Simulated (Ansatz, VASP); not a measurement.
# Be3ZnSe4: VASP beside Ansatz

File INCAR:

```
SYSTEM = Be3ZnSe4
PREC = Accurate ; ENCUT = 600
EDIFF = 1E-6 ; ISMEAR = 0
SIGMA = 0.02 ; LREAL = .FALSE.
LASPH = .TRUE. ; NELM = 100
ALGO = Normal ; ISIF = 3
LWAVE = .FALSE. ; LCHARG = .FALSE.
GGA = PE ; IBRION = 2
NSW = 100 ; EDIFFG = -0.01
```

Contents of KPOINTS:

```
regular mesh
0
G
  6 4 4
  0 0 0
```

File POSCAR:

```
Be3ZnSe4
1.0
    3.7594419736      0.0000000000      0.0000000000
    0.0000000000      7.5514809097      0.0000000000
    0.0000000000      0.0000000000      5.3000301124
Be Zn Se
3 1 4
Direct
    0.0000000000      0.5000000000      0.0036988186
    0.5000000000      0.7399798922      0.5002084059
    0.5000000000      0.2600201078      0.5002084059
    0.0000000000      0.0000000000      0.0002223770
    0.0000000000      0.2666135920      0.2629084029
    0.0000000000      0.7333864080      0.2629084029
    0.5000000000      0.0000000000      0.7093643871
    0.5000000000      0.5000000000      0.7604807996
```

Input for Ansatz:

```yaml
crystal:
  lattice:
    - [3.7594419736, 0.0, 0.0]
    - [0.0, 7.5514809097, 0.0]
    - [0.0, 0.0, 5.3000301124]
  atoms:
    - { symbol: Be, position: [0.0, 0.5, 0.0036988186] }
    - { symbol: Be, position: [0.5, 0.7399798922, 0.5002084059] }
    - { symbol: Be, position: [0.5, 0.2600201078, 0.5002084059] }
    - { symbol: Zn, position: [0.0, 0.0, 0.000222377] }
    - { symbol: Se, position: [0.0, 0.266613592, 0.2629084029] }
    - { symbol: Se, position: [0.0, 0.733386408, 0.2629084029] }
    - { symbol: Se, position: [0.5, 0.0, 0.7093643871] }
    - { symbol: Se, position: [0.5, 0.5, 0.7604807996] }
basis:
  ecutwfc: 420
kpoints:
  mp_grid: { grid: [6, 4, 4] }
hamiltonian:
  xc: pbe
scf:
  occupations: { method: gaussian, width: 0.02 }
output:
  forces: true
  stress: true
  eigenvalues: true
  write_density: true
  write_potential: true
  elf: true
  volumetric_format: npy
relax:
  adjacent_minimum: "off"
  f_tol: 0.01
  max_steps: 80
  cell: { stress_tol: 0.05 }
```

Alike in both runs: task relaxation of cell and atoms; functional PBE; k mesh 6 × 4 × 4; occupations gaussian, width 0.02 eV; no spin polarisation.

```csv
,VASP,Ansatz
version,VASP 6.6.1,Ansatz 0.2.0
potentials or method,"VASP PAW PBE potentials, release 64 (Be, Zn, Se), cutoff 600 eV","scalar-relativistic, plane waves, PAW"
valence electrons in the cell,42,82
```

VASP gave:

* gap on the k mesh at the Fermi level, each at its own relaxed structure (eV): 2.52
* relaxed volume (Å³/atom): 18.82
* relaxed cell length with the largest relative difference (Å): 5.332

Estimate Ansatz's values.

gap on the k mesh at the Fermi level, each at its own relaxed structure (eV): 2.53; relaxed volume (Å³/atom): 18.78; relaxed cell length with the largest relative difference (Å): 5.327.

VASP's potentials hold 42 valence electrons a cell and Ansatz's 82, so a difference there can come from the potentials and not from the codes.
